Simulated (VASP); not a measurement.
A run of VASP 6.6.1:

The input POSCAR:

```
GaN
1.0
    0.0000000000      2.2074978911      2.2074978911
    2.2074978911      0.0000000000      2.2074978911
    2.2074978911      2.2074978911      0.0000000000
Ga N
1 1
Direct
    0.0000000000      0.0000000000      0.0000000000
    0.2500000000      0.2500000000      0.2500000000
```

The input INCAR.step1:

```
ALGO = Normal
EDIFF = 1E-5
ENCUT = 520
GGA = PE
ISIF = 2
ISMEAR = -1
LASPH = True
LCHARG = False
LREAL = False
LWAVE = True
NBANDS = 16
NELM = 100
PREC = Accurate
SIGMA = 0.05
```

Contents of INCAR.step2:

```
AEXX = 0.25
ALGO = Normal
EDIFF = 1E-6
ENCUT = 520
GGA = PS
ISIF = 2
ISMEAR = -1
ISTART = 1
LASPH = True
LCHARG = False
LHFCALC = True
LREAL = False
LWAVE = False
NBANDS = 16
NELM = 100
PREC = Accurate
PRECFOCK = Normal
SIGMA = 0.05
```

Contents of KPOINTS:

```
k-points
0
Gamma
  5 5 5
```

Potentials or basis: VASP PAW PBE potentials, release 64 (Ga_d, N).

Launch:

```sh
$ cat potpaw_PBE.64/Ga_d/POTCAR potpaw_PBE.64/N/POTCAR > POTCAR
$ cp INCAR.step1 INCAR
$ mpirun -np 1 vasp_std > vasp.out
$ cp INCAR.step2 INCAR
$ mpirun -np 1 vasp_std > vasp.out
```

Hardware: 1 thread of Intel(R) Xeon(R) Platinum 8175M CPU @ 2.50GHz (Skylake/Cascade Lake) (shared host).

Q: How long does it take, and how much memory?

A: It took 11 min on 1 thread of Intel(R) Xeon(R) Platinum 8175M CPU @ 2.50GHz (Skylake/Cascade Lake), on a shared host, peak memory 0.14 GiB. Counts: k points 10.
